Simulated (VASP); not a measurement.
# Li5Ru2 (P6/mmm) in VASP: single point with PBE

Aim: the single point of Li5Ru2 with PBE.

Program: VASP 6.6.1. These are calculated values, not measurements. Logs are shortened: lines on timing, memory, paths and dates and some standing lists are left out, and cuts for length are marked.

## 1. The cell of the first run

The structure is hexagonal, space group P6/mmm (No. 191). The conventional cell has a = 4.382 Å, b = 4.382 Å, c = 7.855 Å, α = 90.00°, β = 90.00°, γ = 120.00°. Within 3.2 Å of Li (site symmetry 3m) lie 1 Ru at 2.45 Å and 4 Li at 2.53 to 2.95 Å. Li (site symmetry 6/mmm) has 6 Ru at 2.53 Å within 3.3 Å. Ru (site symmetry -6m2) has 5 Li at 2.45 to 2.53 Å and 3 Ru at 2.53 Å within 3.2 Å.

The cell was built from a structure type or drawn by symmetry, and may not be a known phase.

## 2. Single point, PBE

Input file INCAR:

```
  PREC = Accurate
  ENCUT = 520
  EDIFF = 1E-7
  ISMEAR = 0
  SIGMA = 0.1
  LREAL = False
  LASPH = True
  NELM = 100
  ALGO = Fast
  ISIF = 2
  LWAVE = False
  LCHARG = False
  GGA = PE
  NBANDS = 30
```

Input file KPOINTS:

```
Automatic mesh
0
Gamma
  12 12 6
```

Input file POSCAR:

```
Li5Ru2
1.0
    4.3822883177      0.0000000000      0.0000000000
   -2.1911441588      3.7951730098      0.0000000000
    0.0000000000      0.0000000000      7.8545401991
Li Ru
5 2
Direct
    0.3333333333      0.6666666667      0.3121826181
    0.6666666667      0.3333333333      0.3121826181
    0.6666666667      0.3333333333      0.6878173819
    0.3333333333      0.6666666667      0.6878173819
    0.0000000000      0.0000000000      0.0000000000
    0.3333333333      0.6666666667      0.0000000000
    0.6666666667      0.3333333333      0.0000000000
```

Potentials or basis: VASP PAW PBE potentials, release 64 (Li_sv, Ru_pv).

Command:

```bash
$ cat potpaw_PBE.64/Li_sv/POTCAR potpaw_PBE.64/Ru_pv/POTCAR > POTCAR
$ mpirun -np 1 vasp_std > vasp.out
```

OUTCAR:

```text
PREC = Accurate
   ENCUT = 520
   EDIFF = 1E-7
   ISMEAR = 0
   LREAL = False
   LASPH = True
   NELM = 100
   ISIF = 2
   GGA = PE

 ion  position               nearest neighbor table
   1  0.333  0.667  0.312-   6 2.45   2 2.53   2 2.53   2 2.53
   2  0.667  0.333  0.312-   7 2.45   1 2.53   1 2.53   1 2.53
   3  0.667  0.333  0.688-   7 2.45   4 2.53   4 2.53   4 2.53
   4  0.333  0.667  0.688-   6 2.45   3 2.53   3 2.53   3 2.53
   5  0.000  0.000  0.000-   6 2.53   7 2.53   6 2.53   7 2.53   7 2.53   6 2.53
   6  0.333  0.667  0.000-   1 2.45   4 2.45   7 2.53   5 2.53   7 2.53   5 2.53   5 2.53   7 2.53

   7  0.667  0.333  0.000-   2 2.45   3 2.45   6 2.53   5 2.53   6 2.53   5 2.53   5 2.53   6 2.53

  LATTYP: Found a hexagonal cell.
 ALAT       =     4.3822883177
 C/A-ratio  =     1.7923376167

  Lattice vectors:

 A1 = (   4.3822883177,   0.0000000000,   0.0000000000)
 A2 = (  -2.1911441588,   3.7951730098,   0.0000000000)
 A3 = (   0.0000000000,   0.0000000000,   7.8545401991)

Analysis of symmetry for initial positions (statically):
=====================================================================
 Subroutine PRICEL returns:
 Original cell was already a primitive cell.

 Routine SETGRP: Setting up the symmetry group for a
 hexagonal supercell.

 Subroutine GETGRP returns: Found 24 space group operations
 (whereof 24 operations were pure point group operations)
 out of a pool of 24 trial point group operations.

The static configuration has the point symmetry D_6h.

Analysis of symmetry for dynamics (positions and initial velocities):
=====================================================================
 Subroutine PRICEL returns:
 Original cell was already a primitive cell.

 Routine SETGRP: Setting up the symmetry group for a
 hexagonal supercell.

 Subroutine GETGRP returns: Found 24 space group operations
 (whereof 24 operations were pure point group operations)
 out of a pool of 24 trial point group operations.

The dynamic configuration has the point symmetry D_6h.

 Subroutine INISYM returns: Found 24 space group operations
 (whereof 24 operations are pure point group operations),
 and found     1 'primitive' translations

----------------------------------------------------------------------------------------

                                     Primitive cell

  volume of cell :     130.6331

  direct lattice vectors                    reciprocal lattice vectors
     4.382288318  0.000000000  0.000000000     0.228191284  0.131746299  0.000000000
    -2.191144159  3.795173010  0.000000000     0.000000000  0.263492599  0.000000000
     0.000000000  0.000000000  7.854540199     0.000000000  0.000000000  0.127314900

  length of vectors
     4.382288318  4.382288318  7.854540199     0.263492599  0.263492599  0.127314900

  position of ions in fractional coordinates (direct lattice)
     0.333333333  0.666666667  0.312182618
     0.666666667  0.333333333  0.312182618
     0.666666667  0.333333333  0.687817382
     0.333333333  0.666666667  0.687817382
     0.000000000  0.000000000  0.000000000
     0.333333333  0.666666667  0.000000000
     0.666666667  0.333333333  0.000000000

  ion indices of the primitive-cell ions
   primitive index   ion index
                 1           1
                 2           2
                 3           3
                 4           4
                 5           5
                 6           6
                 7           7

----------------------------------------------------------------------------------------

 KPOINTS: Automatic mesh

Automatic generation of k-mesh.
 Grid dimensions read from file:
 generate k-points for:   12   12    6

 Generating k-lattice:

  Cartesian coordinates                     Fractional coordinates (reciprocal lattice)
     0.019015940  0.010978858  0.000000000     0.083333333 -0.000000000  0.000000000
     0.000000000  0.021957717  0.000000000     0.000000000  0.083333333  0.000000000
     0.000000000  0.000000000  0.021219150     0.000000000  0.000000000  0.166666667

  Length of vectors
     0.021957717  0.021957717  0.021219150

  Shift w.r.t. Gamma in fractional coordinates (k-lattice)
     0.000000000  0.000000000  0.000000000

 Subroutine IBZKPT returns following result:
 ===========================================

 Found     76 irreducible k-points:

 Following reciprocal coordinates:
            Coordinates               Weight
  0.000000  0.000000  0.000000      1.000000
  0.083333 -0.000000  0.000000      6.000000
  0.166667  0.000000  0.000000      6.000000
  0.250000  0.000000  0.000000      6.000000
  0.333333  0.000000  0.000000      6.000000
  0.416667  0.000000  0.000000      6.000000
[... 16 lines left out ...]
  0.250000  0.000000  0.166667     12.000000
  0.333333  0.000000  0.166667     12.000000
 [... further k-points ...]
   k-points           NKPTS =     76   k-points in BZ     NKDIM =     76   number of bands    NBANDS=     30
   number of dos      NEDOS =    301   number of ions     NIONS =      7
   total plane-waves  NPLWV =  77760
   dimension x,y,z NGX =    36 NGY =   36 NGZ =   60
   dimension x,y,z NGXF=    72 NGYF=   72 NGZF=  120
   ions per type =               5   2
   NGX,Y,Z   is equivalent  to a cutoff of  13.66, 13.66, 12.70 a.u.
   NGXF,Y,Z  is equivalent  to a cutoff of  27.31, 27.31, 25.40 a.u.
 SYSTEM =  unknown system
   PREC   = accura    normal or accurate (medium, high low for compatibility)
   ISTART =      0    job   : 0-new  1-cont  2-samecut
   ICHARG =      2    charge: 1-file 2-atom 10-const
   ISPIN  =      1    spin polarized calculation?
   LNONCOLLINEAR =      F non collinear calculations
   LSORBIT =      F    spin-orbit coupling
   LASPH  =      T    aspherical Exc in radial PAW
   ENCUT  =  520.0 eV  38.22 Ry    6.18 a.u.   8.15  8.15 14.60*2*pi/ulx,y,z
   NELM   =    100;   NELMIN=  2; NELMDL= -5     # of ELM steps
   EDIFF  = 0.1E-06   stopping-criterion for ELM
   LREAL  =      F    real-space projection
   EDIFFG = 0.1E-05   stopping-criterion for IOM
   NSW    =      0    number of steps for IOM
   IBRION =     -1    ionic relax: 0-MD 1-quasi-New 2-CG
   NFREE  =      0    steps in history (QN), initial steepest desc. (CG)
   ISIF   =      2    stress and relaxation
   ISYM   =      2    0-nonsym 1-usesym 2-fastsym
   POTIM  = 0.5000    time-step for ionic-motion
   TEBEG  =    0.0;   TEEND  =   0.0 temperature during run
   PSTRESS=    0.0 pullay stress
   NELECT =      43.0000    total number of electrons
   NUPDOWN=      -1.0000    fix difference up-down
   EMIN   =  10.00;   EMAX   =-10.00  energy-range for DOS
   EFERMI =   0.00;   METHOD = LEGACY
   ISMEAR =     0;   SIGMA  =   0.10  broadening in eV -4-tet -1-fermi 0-gaus
   EFERMI_NEDOS =   21; number of points for ismear=-14 and -15
   IALGO  =     68    algorithm
   IMIX   =      4    mixing-type and parameters
     AMIX     =   0.40;   BMIX     =  1.00
     AMIX_MAG =   1.60;   BMIX_MAG =  1.00
  volume/ion in A,a.u.               =      18.66       125.94
  Fermi-wavevector in a.u.,A,eV,Ry     =   1.130351  2.136053 17.384066  1.277693
  Thomas-Fermi vector in A             =   2.267047
   LORBIT       =      0    0 simple, 1 ext, 2 COOP (PROOUT), +10 PAW based schemes
   GGA     = PE    functional components
   LHFCALC =     F    Hartree Fock is set to
   AEXX    =    0.0000 exact exchange contribution
   IVDW    =     0    specifies the selected vdW correction
   LEPSILON=     F    determine dielectric tensor
   LRPA    =     F    only Hartree local field effects (RPA)
 non-spin polarized calculation
 RMM-DIIS sequential band-by-band and
 Gauss-broadening in eV      SIGMA  =   0.10
  energy-cutoff  :      520.00
  volume of cell :      130.63
 maximum number of plane-waves:      3536
 NGX is ok and might be reduce to    36
   NGX = 17   NGY = 17   NGZ = 29

 number of electron      43.0000002 magnetization

 Free energy of the ion-electron system (eV)
  ---------------------------------------------------
  ext. energy  EPLUGINS =         0.00000000
  ---------------------------------------------------
  free energy    TOTEN  =       -25.15026270 eV

  energy without entropy =      -25.13052667  energy(sigma->0) =      -25.14039468

 E-fermi :   2.6448     XC(G=0):  -8.4305

 val. band max:        2.6446508777   @ k =   0.4167   0.0833   0.0000
 cond. band min:       2.6728408765   @ k =   0.2500   0.2500   0.0000
 fundamental gap:      0.0281899988
 Fermi energy:         2.6448188297

 k-point     1 :       0.0000    0.0000    0.0000
  band No.  band energies     occupation
      1     -43.9961      2.00000
      2     -43.9929      2.00000
      3     -43.9314      2.00000
      4     -43.9289      2.00000
      5     -42.0680      2.00000
      6     -40.0179      2.00000
[... 22 lines left out ...]
     29       8.6991      0.00000
     30       8.9205      0.00000

 k-point     2 :       0.0833   -0.0000    0.0000
  band No.  band energies     occupation
      1     -43.9951      2.00000
      2     -43.9920      2.00000
      3     -43.9324      2.00000
      4     -43.9298      2.00000
      5     -42.0685      2.00000
      6     -40.0216      2.00000
[... 22 lines left out ...]
     29       8.5078      0.00000
     30       8.6462      0.00000

 k-point     3 :       0.1667    0.0000    0.0000
  band No.  band energies     occupation
      1     -43.9923      2.00000
      2     -43.9891      2.00000
      3     -43.9353      2.00000
      4     -43.9326      2.00000
      5     -42.0701      2.00000
      6     -40.0316      2.00000
[... 22 lines left out ...]
     29       8.1438      0.00000
     30       8.2009      0.00000

 k-point     4 :       0.2500    0.0000    0.0000
  band No.  band energies     occupation
      1     -43.9879      2.00000
      2     -43.9848      2.00000
      3     -43.9397      2.00000
      4     -43.9370      2.00000
      5     -42.0724      2.00000
      6     -40.0446      2.00000
[... 22 lines left out ...]
     29       7.7932      0.00000
     30       8.3858      0.00000

 k-point     5 :       0.3333    0.0000    0.0000
  band No.  band energies     occupation
      1     -43.9824      2.00000
      2     -43.9794      2.00000
      3     -43.9451      2.00000
      4     -43.9424      2.00000
      5     -42.0749      2.00000
      6     -40.0572      2.00000
[... 22 lines left out ...]
     29       7.5187      0.00000
     30       7.6606      0.00000
[... 526 lines left out ...]
     29       8.1856      0.00000
     30       8.7982      0.00000

 k-point    22 :       0.1667    0.0000    0.1667
  band No.  band energies     occupation
      1     -43.9929      2.00000
      2     -43.9885      2.00000
      3     -43.9358      2.00000
      4     -43.9321      2.00000
      5     -42.0701      2.00000
      6     -40.0316      2.00000
[... 22 lines left out ...]
     29       7.7581      0.00000
     30       8.5539      0.00000

 k-point    23 :       0.2500    0.0000    0.1667
  band No.  band energies     occupation
      1     -43.9884      2.00000
      2     -43.9842      2.00000
      3     -43.9402      2.00000
      4     -43.9365      2.00000
      5     -42.0724      2.00000
      6     -40.0446      2.00000
[... 22 lines left out ...]
     29       7.3006      0.00000
     30       7.7408      0.00000

 k-point    24 :       0.3333    0.0000    0.1667
  band No.  band energies     occupation
      1     -43.9830      2.00000
      2     -43.9788      2.00000
      3     -43.9457      2.00000
      4     -43.9419      2.00000
      5     -42.0749      2.00000
      6     -40.0572      2.00000
[... 22 lines left out ...]
     29       6.8746      0.00000
     30       8.1441      0.00000

 [... further k-points ...]

------------------------ aborting loop because EDIFF is reached ----------------------------------------

  FORCE on cell =-STRESS in cart. coord.  units (eV):
  Direction    XX          YY          ZZ          XY          YZ          ZX
  --------------------------------------------------------------------------------------
  -------------------------------------------------------------------------------------
  Total       -0.0327227     -0.0327227     -0.0802078     -0.0000000      0.0000000     -0.0000000
  in kB       -0.4013350     -0.4013350     -0.9837254     -0.0000000      0.0000000     -0.0000000
  external PRESSURE =      -0.5954651 kB  Pullay stress =       0.0000000 kB

 VOLUME and BASIS-vectors are now :
 -----------------------------------------------------------------------------
  energy-cutoff  :      520.00
  volume of cell :      130.63
      direct lattice vectors                 reciprocal lattice vectors
     4.382288318  0.000000000  0.000000000     0.228191284  0.131746299  0.000000000
    -2.191144159  3.795173010  0.000000000     0.000000000  0.263492599  0.000000000
     0.000000000  0.000000000  7.854540199     0.000000000  0.000000000  0.127314900

 POSITION                                       TOTAL-FORCE (eV/Angst)
 -----------------------------------------------------------------------------------
     -0.00000      2.53012      2.45205         0.000000     -0.000000      0.000225
      2.19114      1.26506      2.45205        -0.000000      0.000000      0.000225
      2.19114      1.26506      5.40249         0.000000      0.000000     -0.000225
     -0.00000      2.53012      5.40249         0.000000     -0.000000     -0.000225
      0.00000      0.00000      0.00000         0.000000      0.000000     -0.000000
     -0.00000      2.53012      0.00000         0.000000      0.000000     -0.000000
      2.19114      1.26506      0.00000        -0.000000     -0.000000     -0.000000
 -----------------------------------------------------------------------------------
    total drift:                                0.000000      0.000000      0.000000

  FREE ENERGIE OF THE ION-ELECTRON SYSTEM (eV)
  ---------------------------------------------------
  free  energy   TOTEN  =       -25.1502626956 eV

  energy  without entropy=      -25.1305266689  energy(sigma->0) =      -25.14039468
```

It took 11 min on 1 thread of AMD EPYC 9R45 (Zen 5), shared host; peak memory 0.39 GiB.

What came out:

| Item | Value |
| --- | --- |
| Free energy | -25.1503 eV |
| Band gap on the k mesh | zero (an odd number of electrons rules out a gap without spin polarisation) |

Levels at points of the mesh, in eV from the Fermi level:
```csv
k point,band 20,band 21,band 22,band 23,band 24,band 25
"(0.00, 0.00, 0.00)",-1.67,-1.41,-0.31,-0.07,-0.07,3.81
"(0.50, 0.00, 0.00)",-0.86,0.06,0.50,0.74,0.78,1.56
"(0.00, 0.00, 0.50)",-1.66,-0.31,-0.20,-0.07,-0.07,3.08
"(0.50, 0.00, 0.50)",-0.76,0.00,0.04,0.50,0.74,1.75
```

Caveat: the cutoff is under 1.25 times the usual one of these potentials, so pressure, stress and relaxed cells hold a basis-set (Pulay) error.
